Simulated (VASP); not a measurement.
# Zn (Fd-3m) in VASP: a series of runs

Zn is run at these levels: LDA; tasks: single point.

Everything below comes from runs of VASP 6.6.1. Logs are shortened: lines on timing, memory, paths and dates and some standing lists are left out, and cuts for length are marked.

## (1) The cell of the first run

It takes space group Fd-3m (No. 227, cubic). The conventional cell has a = 5.693 Å, b = 5.693 Å, c = 5.693 Å, α = 90.00°, β = 90.00°, γ = 90.00°. Zn (site symmetry -43m) has 4 Zn at 2.47 Å within 3.3 Å.

## (2) Single point, LDA (volume scaled by 1.08)

Input file INCAR:

```
PREC = Accurate
ENCUT = 520
EDIFF = 1E-7
ISMEAR = -1
SIGMA = 0.1
LREAL = False
LASPH = True
NELM = 80
ALGO = Normal
ISIF = 2
LWAVE = False
LCHARG = False
NBANDS = 19
```

Input file KPOINTS:

```
regular mesh
0
Gamma
  11 11 11
```

Input file POSCAR:

```
Zn
1.0
    0.0000000000      2.8467046496      2.8467046496
    2.8467046496      0.0000000000      2.8467046496
    2.8467046496      2.8467046496      0.0000000000
Zn
2
Direct
    0.1250000000      0.1250000000      0.1250000000
    0.8750000000      0.8750000000      0.8750000000
```

Potentials or basis: VASP PAW LDA potentials, release 64 (Zn).

Run with:

```
$ cat potpaw_LDA.64/Zn/POTCAR > POTCAR
$ mpirun -np 1 vasp_std > vasp.out
```

OUTCAR:

```text
PREC = Accurate
   ENCUT = 520
   EDIFF = 1E-7
   ISMEAR = -1
   LREAL = False
   LASPH = True
   NELM = 80
   ISIF = 2

 ion  position               nearest neighbor table
   1  0.125  0.125  0.125-   2 2.47   2 2.47   2 2.47   2 2.47
   2  0.875  0.875  0.875-   1 2.47   1 2.47   1 2.47   1 2.47

  LATTYP: Found a face centered cubic cell.
 ALAT       =     5.6934092992

  Lattice vectors:

 A1 = (   0.0000000000,   2.8467046496,   2.8467046496)
 A2 = (   2.8467046496,   0.0000000000,   2.8467046496)
 A3 = (   2.8467046496,   2.8467046496,   0.0000000000)

Analysis of symmetry for initial positions (statically):
=====================================================================
 Subroutine PRICEL returns:
 Original cell was already a primitive cell.

 Routine SETGRP: Setting up the symmetry group for a
 face centered cubic supercell.

 Subroutine GETGRP returns: Found 48 space group operations
 (whereof 12 operations were pure point group operations)
 out of a pool of 48 trial point group operations.

The static configuration has the point symmetry D_3d.
 The point group associated with its full space group is O_h .

Analysis of symmetry for dynamics (positions and initial velocities):
=====================================================================
 Subroutine PRICEL returns:
 Original cell was already a primitive cell.

 Routine SETGRP: Setting up the symmetry group for a
 face centered cubic supercell.

 Subroutine GETGRP returns: Found 48 space group operations
 (whereof 12 operations were pure point group operations)
 out of a pool of 48 trial point group operations.

The dynamic configuration has the point symmetry D_3d.
 The point group associated with its full space group is O_h .

 Subroutine INISYM returns: Found 48 space group operations
 (whereof 12 operations are pure point group operations),
 and found     1 'primitive' translations

----------------------------------------------------------------------------------------

                                     Primitive cell

  volume of cell :      46.1378

  direct lattice vectors                    reciprocal lattice vectors
     0.000000000  2.846704650  2.846704650    -0.175641685  0.175641685  0.175641685
     2.846704650  0.000000000  2.846704650     0.175641685 -0.175641685  0.175641685
     2.846704650  2.846704650  0.000000000     0.175641685  0.175641685 -0.175641685

  length of vectors
     4.025848324  4.025848324  4.025848324     0.304220322  0.304220322  0.304220322

  position of ions in fractional coordinates (direct lattice)
     0.125000000  0.125000000  0.125000000
     0.875000000  0.875000000  0.875000000

  ion indices of the primitive-cell ions
   primitive index   ion index
                 1           1
                 2           2

----------------------------------------------------------------------------------------

 KPOINTS: regular mesh

Automatic generation of k-mesh.
 Grid dimensions read from file:
 generate k-points for:   11   11   11

 Generating k-lattice:

  Cartesian coordinates                     Fractional coordinates (reciprocal lattice)
    -0.015967426  0.015967426  0.015967426     0.090909091  0.000000000  0.000000000
     0.015967426 -0.015967426  0.015967426     0.000000000  0.090909091  0.000000000
     0.015967426  0.015967426 -0.015967426     0.000000000  0.000000000  0.090909091

  Length of vectors
     0.027656393  0.027656393  0.027656393

  Shift w.r.t. Gamma in fractional coordinates (k-lattice)
     0.000000000  0.000000000  0.000000000

 Subroutine IBZKPT returns following result:
 ===========================================

 Found     56 irreducible k-points:

 Following reciprocal coordinates:
            Coordinates               Weight
  0.000000  0.000000  0.000000      1.000000
  0.090909  0.000000  0.000000      8.000000
  0.181818  0.000000  0.000000      8.000000
  0.272727  0.000000  0.000000      8.000000
  0.363636  0.000000  0.000000      8.000000
  0.454545  0.000000  0.000000      8.000000
[... 16 lines left out ...]
 -0.272727  0.181818  0.000000     24.000000
 -0.181818  0.181818  0.000000     12.000000
 [... further k-points ...]
   k-points           NKPTS =     56   k-points in BZ     NKDIM =     56   number of bands    NBANDS=     19
   number of dos      NEDOS =    301   number of ions     NIONS =      2
   total plane-waves  NPLWV =  27000
   dimension x,y,z NGX =    30 NGY =   30 NGZ =   30
   dimension x,y,z NGXF=    60 NGYF=   60 NGZF=   60
   ions per type =               2
   NGX,Y,Z   is equivalent  to a cutoff of  12.39, 12.39, 12.39 a.u.
   NGXF,Y,Z  is equivalent  to a cutoff of  24.78, 24.78, 24.78 a.u.
 SYSTEM =  unknown system
   PREC   = accura    normal or accurate (medium, high low for compatibility)
   ISTART =      0    job   : 0-new  1-cont  2-samecut
   ICHARG =      2    charge: 1-file 2-atom 10-const
   ISPIN  =      1    spin polarized calculation?
   LNONCOLLINEAR =      F non collinear calculations
   LSORBIT =      F    spin-orbit coupling
   LASPH  =      T    aspherical Exc in radial PAW
   ENCUT  =  520.0 eV  38.22 Ry    6.18 a.u.   7.49  7.49  7.49*2*pi/ulx,y,z
   NELM   =     80;   NELMIN=  2; NELMDL= -5     # of ELM steps
   EDIFF  = 0.1E-06   stopping-criterion for ELM
   LREAL  =      F    real-space projection
   EDIFFG = 0.1E-05   stopping-criterion for IOM
   NSW    =      0    number of steps for IOM
   IBRION =     -1    ionic relax: 0-MD 1-quasi-New 2-CG
   NFREE  =      0    steps in history (QN), initial steepest desc. (CG)
   ISIF   =      2    stress and relaxation
   ISYM   =      2    0-nonsym 1-usesym 2-fastsym
   POTIM  = 0.5000    time-step for ionic-motion
   TEBEG  =    0.0;   TEEND  =   0.0 temperature during run
   PSTRESS=    0.0 pullay stress
   NELECT =      24.0000    total number of electrons
   NUPDOWN=      -1.0000    fix difference up-down
   EMIN   =  10.00;   EMAX   =-10.00  energy-range for DOS
   EFERMI =   0.00;   METHOD = LEGACY
   ISMEAR =    -1;   SIGMA  =   0.10  broadening in eV -4-tet -1-fermi 0-gaus
   EFERMI_NEDOS =   21; number of points for ismear=-14 and -15
   IALGO  =     38    algorithm
   IMIX   =      4    mixing-type and parameters
     AMIX     =   0.40;   BMIX     =  1.00
     AMIX_MAG =   1.60;   BMIX_MAG =  1.00
  volume/ion in A,a.u.               =      23.07       155.68
  Fermi-wavevector in a.u.,A,eV,Ry     =   1.316617  2.488046 23.585436  1.733481
  Thomas-Fermi vector in A             =   2.446716
   LORBIT       =      0    0 simple, 1 ext, 2 COOP (PROOUT), +10 PAW based schemes
   GGA     = CA    functional components
   LHFCALC =     F    Hartree Fock is set to
   AEXX    =    0.0000 exact exchange contribution
   IVDW    =     0    specifies the selected vdW correction
   LEPSILON=     F    determine dielectric tensor
   LRPA    =     F    only Hartree local field effects (RPA)
 non-spin polarized calculation
  energy-cutoff  :      520.00
  volume of cell :       46.14
 maximum number of plane-waves:      1267
 NGX is ok and might be reduce to    30
   NGX = 15   NGY = 15   NGZ = 15

 number of electron      23.9999983 magnetization

 Free energy of the ion-electron system (eV)
  ---------------------------------------------------
  ext. energy  EPLUGINS =         0.00000000
  ---------------------------------------------------
  free energy    TOTEN  =        -2.50291054 eV

  energy without entropy =       -2.47501127  energy(sigma->0) =       -2.48896091

 E-fermi :   0.2605     XC(G=0):  -9.5847

 val. band max:        0.2363954310   @ k =   0.3636   0.2727   0.0000
 cond. band min:       0.3266479923   @ k =  -0.4545   0.2727   0.0000
 fundamental gap:      0.0902525613
 Fermi energy:         0.2605338542

 k-point     1 :       0.0000    0.0000    0.0000
  band No.  band energies     occupation
      1      -7.5953      2.00000
      2      -7.4429      2.00000
      3      -7.4429      2.00000
      4      -7.4429      2.00000
      5      -7.3949      2.00000
      6      -7.3949      2.00000
[... 11 lines left out ...]
     18       7.9305      0.00000
     19       9.6388      0.00000

 k-point     2 :       0.0909    0.0000    0.0000
  band No.  band energies     occupation
      1      -7.5057      2.00000
      2      -7.4676      2.00000
      3      -7.4676      2.00000
      4      -7.4387      2.00000
      5      -7.3606      2.00000
      6      -7.3606      2.00000
[... 11 lines left out ...]
     18       8.8553      0.00000
     19      10.3983      0.00000

 k-point     3 :       0.1818    0.0000    0.0000
  band No.  band energies     occupation
      1      -7.4909      2.00000
      2      -7.4909      2.00000
      3      -7.4447      2.00000
      4      -7.3144      2.00000
      5      -7.3144      2.00000
      6      -7.2786      2.00000
[... 11 lines left out ...]
     18      10.1082      0.00000
     19      11.0404      0.00000

 k-point     4 :       0.2727    0.0000    0.0000
  band No.  band energies     occupation
      1      -7.4967      2.00000
      2      -7.4967      2.00000
      3      -7.4372      2.00000
      4      -7.2866      2.00000
      5      -7.2866      2.00000
      6      -7.1477      2.00000
[... 11 lines left out ...]
     18      10.1947      0.00000
     19      11.7154      0.00000

 k-point     5 :       0.3636    0.0000    0.0000
  band No.  band energies     occupation
      1      -7.4881      2.00000
      2      -7.4881      2.00000
      3      -7.4269      2.00000
      4      -7.2842      2.00000
      5      -7.2842      2.00000
      6      -7.1384      2.00000
[... 11 lines left out ...]
     18       9.6741      0.00000
     19      13.2105      0.00000
[... 334 lines left out ...]
      2      -7.4926      2.00000
      3      -7.3931      2.00000
      4      -7.2187      2.00000
      5      -7.1972      2.00000
      6      -7.1570      2.00000
[... 11 lines left out ...]
     18      11.2826      0.00000
     19      12.6737      0.00000

 k-point    22 :      -0.3636    0.1818    0.0000
  band No.  band energies     occupation
      1      -7.5393      2.00000
      2      -7.5160      2.00000
      3      -7.3684      2.00000
      4      -7.2685      2.00000
      5      -7.1726      2.00000
      6      -7.1424      2.00000
[... 11 lines left out ...]
     18      11.9294      0.00000
     19      12.6389      0.00000

 k-point    23 :      -0.2727    0.1818    0.0000
  band No.  band energies     occupation
      1      -7.5341      2.00000
      2      -7.5178      2.00000
      3      -7.3765      2.00000
      4      -7.2985      2.00000
      5      -7.1712      2.00000
      6      -7.1226      2.00000
[... 11 lines left out ...]
     18      10.5423      0.00000
     19      11.2438      0.00000

 k-point    24 :      -0.1818    0.1818    0.0000
  band No.  band energies     occupation
      1      -7.5379      2.00000
      2      -7.4903      2.00000
      3      -7.4133      2.00000
      4      -7.3062      2.00000
      5      -7.2075      2.00000
      6      -7.1245      2.00000
[... 11 lines left out ...]
     18       9.3487      0.00000
     19      10.6434      0.00000

 [... further k-points ...]
[... 5 lines left out ...]
  --------------------------------------------------------------------------------------
  -------------------------------------------------------------------------------------
  Total       -0.6799448     -0.6799448     -0.6799448      0.0000000     -0.0000000     -0.0000000
  in kB      -23.6116853    -23.6116853    -23.6116853      0.0000000     -0.0000000     -0.0000000
  external PRESSURE =     -23.6116853 kB  Pullay stress =       0.0000000 kB

 VOLUME and BASIS-vectors are now :
 -----------------------------------------------------------------------------
  energy-cutoff  :      520.00
  volume of cell :       46.14
      direct lattice vectors                 reciprocal lattice vectors
     0.000000000  2.846704650  2.846704650    -0.175641685  0.175641685  0.175641685
     2.846704650  0.000000000  2.846704650     0.175641685 -0.175641685  0.175641685
     2.846704650  2.846704650  0.000000000     0.175641685  0.175641685 -0.175641685

 POSITION                                       TOTAL-FORCE (eV/Angst)
 -----------------------------------------------------------------------------------
      0.71168      0.71168      0.71168        -0.000000      0.000000     -0.000000
      4.98173      4.98173      4.98173         0.000000     -0.000000      0.000000
 -----------------------------------------------------------------------------------
    total drift:                               -0.000000      0.000000      0.000000

  FREE ENERGIE OF THE ION-ELECTRON SYSTEM (eV)
  ---------------------------------------------------
  free  energy   TOTEN  =        -2.5029105413 eV

  energy  without entropy=       -2.4750112709  energy(sigma->0) =       -2.48896091
```

Wall time 36 s (1 thread of Intel Xeon Platinum 8259CL at 2.50GHz (Skylake/Cascade Lake), shared host); peak memory 0.16 GiB.

What came out:

| Quantity | Value |
| --- | --- |
| Free energy | -2.5029 eV |
| Pressure | -2.4 GPa |
| Band gap on the k mesh | zero (band 12 reaches 5.73 eV, above the bottom of band 13 at -0.48 eV) |

## (3) Single point, LDA (volume scaled by 1.12)

Input file INCAR:

```
SYSTEM = Zn
ALGO = Normal
EDIFF = 1E-6
ENCUT = 520
GGA = CA
ISIF = 2
ISMEAR = -1
LASPH = .TRUE.
LCHARG = .FALSE.
LREAL = .FALSE.
LWAVE = .FALSE.
NBANDS = 19
NELM = 100
PREC = Accurate
SIGMA = 0.1
```

Input file KPOINTS:

```
k-points
0
G
  11 11 11
  0 0 0
```

Input file POSCAR:

```
Zn
1.0
    0.0000000000      2.8814239818      2.8814239818
    2.8814239818      0.0000000000      2.8814239818
    2.8814239818      2.8814239818      0.0000000000
Zn
2
Direct
    0.1250000000      0.1250000000      0.1250000000
    0.8750000000      0.8750000000      0.8750000000
```

Potentials or basis: VASP PAW LDA potentials, release 64 (Zn).

Run with:

```
$ cat potpaw_LDA.64/Zn/POTCAR > POTCAR
$ mpirun -np 1 vasp_std > vasp.out
```

Wall time 34 s (1 thread of Intel Xeon Platinum 8259CL at 2.50GHz (Skylake/Cascade Lake), shared host); peak memory 0.17 GiB.

Results (log left out):

| Quantity | Value |
| --- | --- |
| Free energy | -2.4724 eV |
| Pressure | -3.3 GPa |
| Band gap on the k mesh | zero (band 12 reaches 5.42 eV, above the bottom of band 13 at -0.56 eV) |

Levels at points of the mesh, in eV from the Fermi level:
```tsv
k point	band 8	band 9	band 10	band 11	band 12	band 13	band 14	band 15	band 16	band 17
(0.00, 0.00, 0.00)	-7.02	-7.02	-6.80	-6.80	5.30	5.30	5.30	6.79	6.79	6.79
```
